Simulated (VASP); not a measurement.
CaOsO3:

```
Ca Os O
1.0
     3.95216    0.00000    0.00000
     0.00000    3.95216    0.00000
     0.00000    0.00000    3.95216
Ca Os O
1 1 3
Cartesian
  0.0000 0.0000 0.0000
  1.9761 1.9761 1.9761
  1.9761 1.9761 0.0000
  0.0000 1.9761 1.9761
  1.9761 0.0000 1.9761
```

Base run:

| Item | Value |
| --- | --- |
| Program | VASP 6.6.1 |
| Functional | LDA |
| Potentials or basis | VASP PAW LDA potentials, release 64 (Ca_sv, Os, O) |
| Cutoff | 600 eV |
| k mesh | 5 × 5 × 5 |
| Occupations | methfessel-paxton, width 0.1 eV |
| Spin | no spin polarisation |

Its results: band gap on the k mesh zero (band 18 reaches 6.38 eV, above the bottom of band 19 at 2.71 eV); pressure -12.2 GPa.

**Question.** The run is repeated on the same cell with these changes: k mesh from 5 × 5 × 5 to 3 × 3 × 3. What comes out?

**Answer.** Band gap on the k mesh zero (band 18 reaches 5.88 eV, above the bottom of band 19 at 2.63 eV); pressure -11.5 GPa.

Caveats: some runs use coarse meshes; spin-orbit coupling is left out, which moves the levels of the heavy elements.
